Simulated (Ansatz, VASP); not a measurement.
**Two plane-wave programs on PbSe**

```
Pb Se
1.0
     0.00000    3.06215    3.30712
     3.06215    0.00000    3.30712
     3.06215    3.06215    0.00000
Pb Se
1 1
Direct
  0.00000 0.00000 0.00000
  0.50000 0.50000 0.50000
```

Change from the starting cell: strain +0.000 along x and y, +0.080 along z, atoms carried along.

Alike in both runs: task single point; functional PBE; dispersion D3(BJ); k mesh 10 × 10 × 10; occupations gaussian, width 0.03 eV; no spin polarisation.

|  | VASP | Ansatz |
| --- | --- | --- |
| version | VASP 6.6.1 | Ansatz 0.2.0 |
| potentials or method | VASP PAW PBE potentials, release 64 (Pb_d, Se), cutoff 520 eV | scalar-relativistic, plane waves, PAW |
| valence electrons in the cell | 20 | 30 |

|  | VASP | Ansatz | Ansatz less VASP |
| --- | --- | --- | --- |
| gap on the k mesh at the Fermi level (eV) | 0.40 | 0.40 | -0.004 |
| least direct gap on the mesh (eV) | 0.40 | 0.40 | -0.004 |
| pressure (GPa) | -2.2 | -2.2 | +0.02 |
| traceless stress, the component that is largest in VASP (GPa) | -3.91 | -3.90 | +0.013 |

VASP's potentials hold 20 valence electrons a cell and Ansatz's 30, so a difference there can come from the potentials and not from the codes.

Spin-orbit coupling is off throughout.
